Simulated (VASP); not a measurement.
A run of VASP 6.6.1:

Contents of INCAR:

```
ALGO = Normal
EDIFF = 1E-6
ENCUT = 520
GGA = PS
ISIF = 2
ISMEAR = -1
LASPH = T
LCHARG = T
LELF = T
LREAL = F
LVHAR = T
LWAVE = F
NBANDS = 25
NELM = 80
PREC = Accurate
SIGMA = 0.05
```

The input KPOINTS:

```
k-points
0
Gamma
  10 10 6
```

File POSCAR:

```
CuO
1.0
    2.8128956639      0.0000000000      0.0000000000
   -1.4064478320      2.4360391031      0.0000000000
    0.0000000000      0.0000000000      4.9522666161
Cu O
2 2
Direct
    0.0000000000      0.0000000000      0.0000000000
    0.0000000000      0.0000000000      0.5000000000
    0.3333333333      0.6666666667      0.2500000000
    0.6666666667      0.3333333333      0.7500000000
```

Potentials or basis: VASP PAW PBE potentials, release 64 (Cu, O).

The run is started by

```console
$ cat potpaw_PBE.64/Cu/POTCAR potpaw_PBE.64/O/POTCAR > POTCAR
$ mpirun -np 1 vasp_std > vasp.out
```

Hardware: 1 thread of Intel(R) Xeon(R) 6975P-C (Granite Rapids) (shared host).

Q: How long does it take, and how much memory?

A: Run time: 26 s on 1 thread of Intel(R) Xeon(R) 6975P-C (Granite Rapids), with other jobs on the host, peak memory 0.17 GiB. Counts: scf iterations 15, k points 56.
